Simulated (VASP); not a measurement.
Si (a cell with a defect), 63 atoms in the cell. The cell holds a defect, 63 atoms: a = 10.860 Å, b = 10.860 Å, c = 10.860 Å, α = 90.00°, β = 90.00°, γ = 90.00°. 

```yaml
Program: VASP 6.6.1
Task: single point
Functional: PBE
Dispersion: D3(BJ)
Potentials_or_basis: VASP PAW PBE potentials, release 64 (Si)
Cutoff: 520 eV
k_mesh: 1 × 1 × 1
Occupations: gaussian, width 0.02 eV
Spin: no spin polarisation
Dipole_correction: no
Further_INCAR_settings: LREAL = Auto; ALGO = Normal; EDIFF = 1e-06; NBANDS = 163
```

Potentials or basis: VASP PAW PBE potentials, release 64 (Si).

Command:

```console
$ cat potpaw_PBE.64/Si/POTCAR > POTCAR
$ mpirun -np 1 vasp_gam > vasp.out
```

Hardware: 1 thread of Intel Xeon 8259CL, with other jobs on the host.

Task: How long does it take, and how much memory?

Result: Wall time 12 min on 1 thread of Intel Xeon 8259CL, on a shared host, peak memory 0.98 GiB. Counts: scf iterations 17, k points 1.
